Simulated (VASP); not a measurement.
# ScAg2 (I4/mmm) in VASP: a series of runs, part 2 of 2

VASP 6.6.1. Earlier steps stand in the parts before.

### Step 3. Single point, LDA

This run uses another cell than the first one, of 20.02 Å³/atom, 1.024 times its volume.

INCAR

```
SYSTEM = ScAg2
ALGO = Normal ; EDIFF = 1E-6
ENCUT = 520 ; ISIF = 2
ISMEAR = 1 ; LASPH = .True.
LCHARG = .False. ; LREAL = .False.
LWAVE = .False. ; NBANDS = 24
NELM = 60 ; PREC = Accurate
SIGMA = 0.15
```

KPOINTS

```
k-points
0
Gamma
  11 11 11
  0 0 0
```

POSCAR

```
ScAg2
1.0
   -1.8122954066      1.8122954066      4.5721104394
    1.8122954066     -1.8122954066      4.5721104394
    1.8122954066      1.8122954066     -4.5721104394
Sc Ag
1 2
Direct
    0.0000000000      0.0000000000      0.0000000000
    0.6666430000      0.6666430000      0.0000000000
    0.3333570000      0.3333570000      0.0000000000
```

Potentials or basis: VASP PAW LDA potentials, release 64 (Sc_sv, Ag).

The run is started by

```
$ cat potpaw_LDA.64/Sc_sv/POTCAR potpaw_LDA.64/Ag/POTCAR > POTCAR
$ mpirun -np 1 vasp_std > vasp.out
```

OUTCAR:

```text
SYSTEM = ScAg2
   EDIFF = 1E-6
   ENCUT = 520
   ISIF = 2
   ISMEAR = 1
   LASPH = .True.
   LREAL = .False.
   NELM = 60
   PREC = Accurate

 ion  position               nearest neighbor table
   1  0.000  0.000  0.000-   2 2.98   2 2.98   2 2.98   3 2.98   2 2.98   3 2.98   3 2.98   3 2.98
                             2 3.05   3 3.05
   2  0.667  0.667  0.000-   1 2.98   1 2.98   1 2.98   1 2.98   3 2.98   3 2.98   3 2.98   3 2.98
                             3 3.05   1 3.05
   3  0.333  0.333  0.000-   1 2.98   1 2.98   1 2.98   1 2.98   2 2.98   2 2.98   2 2.98   2 2.98
                             2 3.05   1 3.05

  LATTYP: Found a body centered tetragonal cell.
 ALAT       =     3.6245908132
 C/A-ratio  =     2.5228284654

  Lattice vectors:

 A1 = (  -1.8122954066,   1.8122954066,   4.5721104394)
 A2 = (   1.8122954066,  -1.8122954066,   4.5721104394)
 A3 = (   1.8122954066,   1.8122954066,  -4.5721104394)

Analysis of symmetry for initial positions (statically):
=====================================================================
 Subroutine PRICEL returns:
 Original cell was already a primitive cell.

 Routine SETGRP: Setting up the symmetry group for a
 body centered tetragonal supercell.

 Subroutine GETGRP returns: Found 16 space group operations
 (whereof 16 operations were pure point group operations)
 out of a pool of 16 trial point group operations.

The static configuration has the point symmetry D_4h.

Analysis of symmetry for dynamics (positions and initial velocities):
=====================================================================
 Subroutine PRICEL returns:
 Original cell was already a primitive cell.

 Routine SETGRP: Setting up the symmetry group for a
 body centered tetragonal supercell.

 Subroutine GETGRP returns: Found 16 space group operations
 (whereof 16 operations were pure point group operations)
 out of a pool of 16 trial point group operations.

The dynamic configuration has the point symmetry D_4h.

 Subroutine INISYM returns: Found 16 space group operations
 (whereof 16 operations are pure point group operations),
 and found     1 'primitive' translations

----------------------------------------------------------------------------------------

                                     Primitive cell

  volume of cell :      60.0668

  direct lattice vectors                    reciprocal lattice vectors
    -1.812295407  1.812295407  4.572110439     0.000000000  0.275893212  0.109358688
     1.812295407 -1.812295407  4.572110439     0.275893212  0.000000000  0.109358688
     1.812295407  1.812295407 -4.572110439     0.275893212  0.275893212  0.000000000

  length of vectors
     5.241471468  5.241471468  5.241471468     0.296776662  0.296776662  0.390171922

  position of ions in fractional coordinates (direct lattice)
     0.000000000  0.000000000  0.000000000
     0.666643000  0.666643000  0.000000000
     0.333357000  0.333357000  0.000000000

  ion indices of the primitive-cell ions
   primitive index   ion index
                 1           1
                 2           2
                 3           3

----------------------------------------------------------------------------------------

 KPOINTS: k-points

Automatic generation of k-mesh.
 Grid dimensions read from file:
 generate k-points for:   11   11   11

 Generating k-lattice:

  Cartesian coordinates                     Fractional coordinates (reciprocal lattice)
     0.000000000  0.025081201  0.009941699     0.090909091  0.000000000  0.000000000
     0.025081201  0.000000000  0.009941699     0.000000000  0.090909091  0.000000000
     0.025081201  0.025081201  0.000000000     0.000000000  0.000000000  0.090909091

  Length of vectors
     0.026979697  0.026979697  0.035470175

  Shift w.r.t. Gamma in fractional coordinates (k-lattice)
     0.000000000  0.000000000  0.000000000

 Subroutine IBZKPT returns following result:
 ===========================================

 Found    126 irreducible k-points:

 Following reciprocal coordinates:
            Coordinates               Weight
  0.000000  0.000000  0.000000      1.000000
  0.090909  0.000000  0.000000      8.000000
  0.181818  0.000000 -0.000000      8.000000
  0.272727  0.000000  0.000000      8.000000
  0.363636  0.000000  0.000000      8.000000
  0.454545  0.000000 -0.000000      8.000000
[... 16 lines left out ...]
 -0.272727  0.181818  0.000000     16.000000
 -0.181818  0.181818  0.000000      4.000000
 [... further k-points ...]
   k-points           NKPTS =    126   k-points in BZ     NKDIM =    126   number of bands    NBANDS=     24
   number of dos      NEDOS =    301   number of ions     NIONS =      3
   total plane-waves  NPLWV =  64000
   dimension x,y,z NGX =    40 NGY =   40 NGZ =   40
   dimension x,y,z NGXF=    80 NGYF=   80 NGZF=   80
   ions per type =               1   2
   NGX,Y,Z   is equivalent  to a cutoff of  12.69, 12.69, 12.69 a.u.
   NGXF,Y,Z  is equivalent  to a cutoff of  25.37, 25.37, 25.37 a.u.
 SYSTEM =  ScAg2
   PREC   = accura    normal or accurate (medium, high low for compatibility)
   ISTART =      0    job   : 0-new  1-cont  2-samecut
   ICHARG =      2    charge: 1-file 2-atom 10-const
   ISPIN  =      1    spin polarized calculation?
   LNONCOLLINEAR =      F non collinear calculations
   LSORBIT =      F    spin-orbit coupling
   LASPH  =      T    aspherical Exc in radial PAW
   ENCUT  =  520.0 eV  38.22 Ry    6.18 a.u.   9.75  9.75  9.75*2*pi/ulx,y,z
   NELM   =     60;   NELMIN=  2; NELMDL= -5     # of ELM steps
   EDIFF  = 0.1E-05   stopping-criterion for ELM
   LREAL  =      F    real-space projection
   EDIFFG = 0.1E-04   stopping-criterion for IOM
   NSW    =      0    number of steps for IOM
   IBRION =     -1    ionic relax: 0-MD 1-quasi-New 2-CG
   NFREE  =      0    steps in history (QN), initial steepest desc. (CG)
   ISIF   =      2    stress and relaxation
   ISYM   =      2    0-nonsym 1-usesym 2-fastsym
   POTIM  = 0.5000    time-step for ionic-motion
   TEBEG  =    0.0;   TEEND  =   0.0 temperature during run
   PSTRESS=    0.0 pullay stress
   NELECT =      33.0000    total number of electrons
   NUPDOWN=      -1.0000    fix difference up-down
   EMIN   =  10.00;   EMAX   =-10.00  energy-range for DOS
   EFERMI =   0.00;   METHOD = LEGACY
   ISMEAR =     1;   SIGMA  =   0.15  broadening in eV -4-tet -1-fermi 0-gaus
   EFERMI_NEDOS =   21; number of points for ismear=-14 and -15
   IALGO  =     38    algorithm
   IMIX   =      4    mixing-type and parameters
     AMIX     =   0.40;   BMIX     =  1.00
     AMIX_MAG =   1.60;   BMIX_MAG =  1.00
  volume/ion in A,a.u.               =      20.02       135.12
  Fermi-wavevector in a.u.,A,eV,Ry     =   1.340812  2.533767 24.460242  1.797777
  Thomas-Fermi vector in A             =   2.469095
   LORBIT       =      0    0 simple, 1 ext, 2 COOP (PROOUT), +10 PAW based schemes
   GGA     = CA    functional components
   LHFCALC =     F    Hartree Fock is set to
   AEXX    =    0.0000 exact exchange contribution
   IVDW    =     0    specifies the selected vdW correction
   LEPSILON=     F    determine dielectric tensor
   LRPA    =     F    only Hartree local field effects (RPA)
 non-spin polarized calculation
 Methfessel and Paxton  Order N= 1 SIGMA  =   0.15
  energy-cutoff  :      520.00
  volume of cell :       60.07
 maximum number of plane-waves:      1645
   NGX = 19   NGY = 19   NGZ = 19

 number of electron      33.0000002 magnetization

 Free energy of the ion-electron system (eV)
  ---------------------------------------------------
  ext. energy  EPLUGINS =         0.00000000
  ---------------------------------------------------
  free energy    TOTEN  =       -15.02363573 eV

  energy without entropy =      -15.02304739  energy(sigma->0) =      -15.02343962

 E-fermi :   6.1184     XC(G=0): -11.4696

 val. band max:        6.1101703979   @ k =  -0.3636   0.3636   0.3636
 cond. band min:       6.1236395435   @ k =   0.3636   0.0909   0.0000
 fundamental gap:      0.0134691457
 Fermi energy:         6.1184142181

 k-point     1 :       0.0000    0.0000    0.0000
  band No.  band energies     occupation
      1     -43.4336      2.00000
      2     -22.3774      2.00000
      3     -22.3463      2.00000
      4     -22.3463      2.00000
      5      -0.7133      2.00000
      6       0.6854      2.00000
[... 637 lines left out ...]
     23      11.7469      0.00000
     24      12.7893      0.00000

 [... further k-points ...]

------------------------ aborting loop because EDIFF is reached ----------------------------------------

  FORCE on cell =-STRESS in cart. coord.  units (eV):
  Direction    XX          YY          ZZ          XY          YZ          ZX
  --------------------------------------------------------------------------------------
  -------------------------------------------------------------------------------------
  Total       -4.2214592     -4.2214592     -4.8095875      0.0000000      0.0000000      0.0000000
  in kB     -112.6000279   -112.6000279   -128.2873197      0.0000000      0.0000000      0.0000000
  external PRESSURE =    -117.8291252 kB  Pullay stress =       0.0000000 kB

 VOLUME and BASIS-vectors are now :
 -----------------------------------------------------------------------------
  energy-cutoff  :      520.00
  volume of cell :       60.07
      direct lattice vectors                 reciprocal lattice vectors
    -1.812295407  1.812295407  4.572110439     0.000000000  0.275893212  0.109358688
     1.812295407 -1.812295407  4.572110439     0.275893212  0.000000000  0.109358688
     1.812295407  1.812295407 -4.572110439     0.275893212  0.275893212  0.000000000

 POSITION                                       TOTAL-FORCE (eV/Angst)
 -----------------------------------------------------------------------------------
      0.00000      0.00000      0.00000         0.000000      0.000000      0.000000
      0.00000      0.00000      6.09593        -0.000000     -0.000000     -0.017302
      0.00000      0.00000      3.04829         0.000000      0.000000      0.017302
 -----------------------------------------------------------------------------------
    total drift:                               -0.000000     -0.000000     -0.000000

  FREE ENERGIE OF THE ION-ELECTRON SYSTEM (eV)
  ---------------------------------------------------
  free  energy   TOTEN  =       -15.0236357309 eV

  energy  without entropy=      -15.0230473882  energy(sigma->0) =      -15.02343962
```

stdout:

```text
POSCAR found type information on POSCAR ScAg
 POSCAR found :  2 types and       3 ions
 scaLAPACK will be used
 LDA part: xc-table for (Slater(with rela. corr.)+CA(PZ))
 , standard interpolation
 POSCAR, INCAR and KPOINTS ok, starting setup
 FFT: planning ... GRIDC
 FFT: planning ... GRID_SOFT
 FFT: planning ... GRID
 WAVECAR not read
 entering main loop
```

Run time: 3.1 min. Hardware: 1 thread of Intel Xeon Platinum 8259CL at 2.50GHz (Skylake/Cascade Lake), shared host; peak memory 0.31 GiB.

What came out:

```yaml
Free_energy: -15.0236 eV
Pressure: -11.8 GPa
Largest_force: 0.017 eV/Å
```

Forces in eV/Å, atoms in the order of the input:
```
Sc   0.000  0.000  0.000
Ag   0.000  0.000 -0.017
Ag   0.000  0.000  0.017
```

Levels at points of the mesh, in eV from the Fermi level:
```csv
k point,band 14,band 15,band 16,band 17,band 18,band 19
"(0.00, 0.00, 0.00)",-4.45,-3.84,-0.77,0.59,1.20,1.20
```

### Step 4. Single point, LDA

This run uses another cell than the first one, of 20.49 Å³/atom, 1.048 times its volume.

INCAR

```
PREC = Accurate ; ENCUT = 520
EDIFF = 1E-6 ; ISMEAR = 1
SIGMA = 0.15 ; LREAL = False
LASPH = True ; NELM = 100
ALGO = Normal ; ISIF = 2
LWAVE = False ; LCHARG = True
GGA = CA ; LELF = True
LVHAR = True ; NBANDS = 24
```

KPOINTS

```
regular mesh
0
Gamma
  11 11 11
```

POSCAR

```
ScAg2
1.0
   -1.8262366884      1.8262366884      4.6072819018
    1.8262366884     -1.8262366884      4.6072819018
    1.8262366884      1.8262366884     -4.6072819018
Sc Ag
1 2
Direct
    0.0000000000      0.0000000000      0.0000000000
    0.6666430000      0.6666430000      0.0000000000
    0.3333570000      0.3333570000      0.0000000000
```

The run is started by

```
$ cat potpaw_LDA.64/Sc_sv/POTCAR potpaw_LDA.64/Ag/POTCAR > POTCAR
$ mpirun -np 1 vasp_std > vasp.out
```

It took 3.2 min on 1 thread of Intel Xeon Platinum 8259CL at 2.50GHz (Skylake/Cascade Lake), shared host; peak memory 0.31 GiB.

It converged, with:

```yaml
Free_energy: -14.9166 eV
Pressure: -12.9 GPa
Largest_force: 0.026 eV/Å
```

Forces in eV/Å, atoms in the order of the input:
```
Sc   0.000  0.000  0.000
Ag   0.000  0.000 -0.026
Ag   0.000  0.000  0.026
```

Stress tensor (GPa, compression positive):
```
-12.37   0.00   0.00
  0.00 -12.37   0.00
  0.00   0.00 -14.01
```

Levels at points of the mesh, in eV from the Fermi level:
```tsv
k point	band 13	band 14	band 15	band 16	band 17	band 18	band 19	band 20
(0.00, 0.00, 0.00)	-4.40	-4.40	-3.81	-0.75	0.57	1.17	1.17	2.19
```

### Step 5. Single point, LDA

This run uses another cell than the first one, of 16.76 Å³/atom, 0.857 times its volume.

INCAR

```
  PREC = Accurate
  ENCUT = 520
  EDIFF = 1E-7
  ISMEAR = 1
  SIGMA = 0.15
  LREAL = False
  LASPH = True
  NELM = 60
  ALGO = Normal
  ISIF = 2
  LWAVE = False
  LCHARG = True
  LELF = True
  LVHAR = True
  NBANDS = 24
```

KPOINTS

```
Automatic mesh
0
Gamma
  11 11 11
```

POSCAR

```
ScAg2
1.0
   -1.7080752695      1.7080752695      4.3091809108
    1.7080752695     -1.7080752695      4.3091809108
    1.7080752695      1.7080752695     -4.3091809108
Sc Ag
1 2
Direct
    0.0000000000      0.0000000000      0.0000000000
    0.6666430000      0.6666430000      0.0000000000
    0.3333570000      0.3333570000      0.0000000000
```

Potentials or basis: VASP PAW LDA potentials, release 64 (Sc_sv, Ag).

The run is started by

```
$ cat potpaw_LDA.64/Sc_sv/POTCAR potpaw_LDA.64/Ag/POTCAR > POTCAR
$ mpirun -np 1 vasp_std > vasp.out
```

OUTCAR:

```text
PREC = Accurate
   ENCUT = 520
   EDIFF = 1E-7
   ISMEAR = 1
   LREAL = False
   LASPH = True
   NELM = 60
   ISIF = 2

 ion  position               nearest neighbor table
   1  0.000  0.000  0.000-   2 2.81   2 2.81   2 2.81   3 2.81   3 2.81   3 2.81   2 2.81   3 2.81
                             2 2.87   3 2.87
   2  0.667  0.667  0.000-   1 2.81   1 2.81   1 2.81   1 2.81   3 2.81   3 2.81   3 2.81   3 2.81
                             3 2.87   1 2.87
   3  0.333  0.333  0.000-   1 2.81   1 2.81   1 2.81   1 2.81   2 2.81   2 2.81   2 2.81   2 2.81
                             2 2.87   1 2.87

  LATTYP: Found a body centered tetragonal cell.
 ALAT       =     3.4161505390
[... 847 lines left out ...]
  -------------------------------------------------------------------------------------
  Total        1.4765889      1.4765889      1.3383845      0.0000000      0.0000000      0.0000000
  in kB       47.0436982     47.0436982     42.6405462      0.0000000      0.0000000      0.0000000
  external PRESSURE =      45.5759808 kB  Pullay stress =       0.0000000 kB

 VOLUME and BASIS-vectors are now :
 -----------------------------------------------------------------------------
  energy-cutoff  :      520.00
  volume of cell :       50.29
      direct lattice vectors                 reciprocal lattice vectors
    -1.708075270  1.708075270  4.309180911     0.000000000  0.292727147  0.116031332
     1.708075270 -1.708075270  4.309180911     0.292727147  0.000000000  0.116031332
     1.708075270  1.708075270 -4.309180911     0.292727147  0.292727147  0.000000000

 POSITION                                       TOTAL-FORCE (eV/Angst)
 -----------------------------------------------------------------------------------
      0.00000      0.00000      0.00000         0.000000      0.000000     -0.000000
      0.00000      0.00000      5.74537        -0.000000     -0.000000      0.038575
      0.00000      0.00000      2.87299        -0.000000     -0.000000     -0.038575
 -----------------------------------------------------------------------------------
    total drift:                               -0.000000     -0.000000     -0.000000

  FREE ENERGIE OF THE ION-ELECTRON SYSTEM (eV)
  ---------------------------------------------------
  free  energy   TOTEN  =       -15.3310732315 eV

  energy  without entropy=      -15.3314728225  energy(sigma->0) =      -15.33120643
```

OSZICAR:

```text
N       E                     dE             d eps       ncg     rms          rms(c)
DAV:   1     0.276267694736E+03    0.27627E+03   -0.15008E+04  6112   0.147E+03
DAV:   2    -0.471235286619E+01   -0.28098E+03   -0.26282E+03  6240   0.409E+02
DAV:   3    -0.170066619033E+02   -0.12294E+02   -0.11686E+02  8632   0.945E+01
DAV:   4    -0.172105914479E+02   -0.20393E+00   -0.20385E+00  7688   0.112E+01
DAV:   5    -0.172137421230E+02   -0.31507E-02   -0.31505E-02  8216   0.118E+00    0.114E+01
DAV:   6    -0.155307452301E+02    0.16830E+01   -0.44453E+00  7232   0.201E+01    0.492E+00
DAV:   7    -0.153658356703E+02    0.16491E+00   -0.50543E-01  8840   0.819E+00    0.204E+00
DAV:   8    -0.153390795969E+02    0.26756E-01   -0.48064E-02  8968   0.252E+00    0.136E+00
DAV:   9    -0.153311637010E+02    0.79159E-02   -0.58845E-03  6696   0.713E-01    0.971E-02
DAV:  10    -0.153310784045E+02    0.85296E-04   -0.41357E-04  8472   0.221E-01    0.371E-02
DAV:  11    -0.153310730819E+02    0.53226E-05   -0.31785E-05  9000   0.489E-02    0.793E-03
DAV:  12    -0.153310731938E+02   -0.11192E-06   -0.21234E-06  8728   0.127E-02    0.297E-03
DAV:  13    -0.153310732315E+02   -0.37698E-07   -0.54115E-08  4776   0.187E-03
   1 F= -.15331073E+02 E0= -.15331206E+02  d E =0.399591E-03
```

stdout:

```text
POSCAR found type information on POSCAR ScAg
 POSCAR found :  2 types and       3 ions
 scaLAPACK will be used
 LDA part: xc-table for (Slater(with rela. corr.)+CA(PZ))
 , standard interpolation
 POSCAR, INCAR and KPOINTS ok, starting setup
 FFT: planning ... GRIDC
 FFT: planning ... GRID_SOFT
 FFT: planning ... GRID
 WAVECAR not read
 entering main loop
```

Wall time 7 min (1 thread of Intel Xeon Platinum 8488C (Sapphire Rapids), shared host); peak memory 0.29 GiB.

Results:

| Quantity | Value |
| --- | --- |
| Free energy | -15.3311 eV |
| Pressure | 4.6 GPa |
| Largest force | 0.039 eV/Å |

Forces on the atoms (eV/Å):
```
Sc   0.000  0.000  0.000
Ag   0.000  0.000  0.039
Ag   0.000  0.000 -0.039
```

### Step 6. Single point, LDA

This run uses another cell than the first one, of 17.23 Å³/atom, 0.881 times its volume.

INCAR

```
PREC     = Accurate       # precision mode
ENCUT    = 520            # plane-wave cutoff, eV
EDIFF    = 1E-6           # SCF threshold, eV
ISMEAR   = 1              # smearing method
SIGMA    = 0.15           # smearing width, eV
LREAL    = False          # projectors in reciprocal space
LASPH    = True           # aspherical terms in the spheres
NELM     = 60             # most SCF steps
ALGO     = Normal         # electronic algorithm
ISIF     = 2              # what is computed and relaxed
LWAVE    = False          # write WAVECAR
LCHARG   = False          # write CHGCAR
NBANDS   = 24             # bands
```

KPOINTS is that of step 5.

POSCAR

```
ScAg2
1.0
   -1.7237465602      1.7237465602      4.3487168890
    1.7237465602     -1.7237465602      4.3487168890
    1.7237465602      1.7237465602     -4.3487168890
Sc Ag
1 2
Direct
    0.0000000000      0.0000000000      0.0000000000
    0.6666430000      0.6666430000      0.0000000000
    0.3333570000      0.3333570000      0.0000000000
```

Potentials or basis: VASP PAW LDA potentials, release 64 (Sc_sv, Ag).

The run is started by

```
$ cat potpaw_LDA.64/Sc_sv/POTCAR potpaw_LDA.64/Ag/POTCAR > POTCAR
$ mpirun -np 1 vasp_std > vasp.out
```

Wall time 6.1 min (1 thread of Intel Xeon Platinum 8488C (Sapphire Rapids), shared host); peak memory 0.29 GiB.

It converged, with:

- Free energy: -15.3555 eV
- Pressure: 1.0 GPa
- Largest force: 0.032 eV/Å

Forces on the atoms (eV/Å):
```
Sc   0.000  0.000  0.000
Ag   0.000  0.000  0.032
Ag   0.000  0.000 -0.032
```

Stress tensor (GPa, compression positive):
```
1.19 0.00 0.00
0.00 1.19 0.00
0.00 0.00 0.49
```

Levels at points of the mesh, in eV from the Fermi level:
```
           k point  band 14  band 15  band 16  band 17  band 18  band 19
(0.00, 0.00, 0.00)    -4.83    -4.04    -0.92     0.72     1.38     1.38
```

### Step 7. The runs side by side

| cell | gap on the mesh (eV) | pressure (GPa) | largest force (eV/Å) |
| --- | --- | --- | --- |
| a = 5.201 Å, angles 139.5, 139.5, 58.5°, 3 atoms | none | -10.4 | 0.01 |
| a = 5.241 Å, angles 139.5, 139.5, 58.5°, 3 atoms | none | -11.8 | 0.02 |
| a = 5.282 Å, angles 139.5, 139.5, 58.5°, 3 atoms | none | -12.9 | 0.03 |
| a = 4.940 Å, angles 139.5, 139.5, 58.5°, 3 atoms | none | 4.6 | 0.04 |
| a = 4.985 Å, angles 139.5, 139.5, 58.5°, 3 atoms | none | 1.0 | 0.03 |

Alike in all rows: task single point; level LDA; potentials or basis VASP PAW LDA potentials, release 64 (Sc_sv, Ag); no spin polarisation; k mesh 11 × 11 × 11; cutoff (eV) 520; smearing methfessel-paxton 0.15 eV.

Absolute energies hang on the potentials; compare differences alone.
